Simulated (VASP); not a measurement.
CoSi (rocksalt type): single point with PBE

CoSi (rocksalt type):

```xyz
2
Lattice="0.0000 2.3318 2.3318 2.3318 0.0000 2.3318 2.3318 2.3318 0.0000" Properties=species:S:1:pos:R:3 pbc="T T T"
Co    0.0000    0.0000    0.0000
Si    2.3318    2.3318    2.3318
```

| Property | Result |
| --- | --- |
| Program | VASP 6.6.1 |
| Task | single point |
| Functional | PBE |
| Potentials or basis | VASP PAW PBE potentials, release 64 (Co, Si) |
| Cutoff | 520 eV |
| k mesh | 15 × 15 × 15 |
| Occupations | fermi-dirac, width 0.08 eV |
| Spin | no spin polarisation |

```yaml
Pressure: 0.0 GPa
```

Levels at points of the mesh, in eV from the Fermi level:
| k point | band 4 | band 5 | band 6 | band 7 | band 8 | band 9 |
| --- | --- | --- | --- | --- | --- | --- |
| (0.00, 0.00, 0.00) | -1.90 | -1.81 | -1.81 | 4.39 | 4.39 | 4.39 |

Wall time 37 s on 1 thread of AMD EPYC 7R13 Processor (Zen 3), on a shared host, peak memory 0.15 GiB.

Spin polarisation is off, so any magnetic state and its effect on volume and gap are missing.
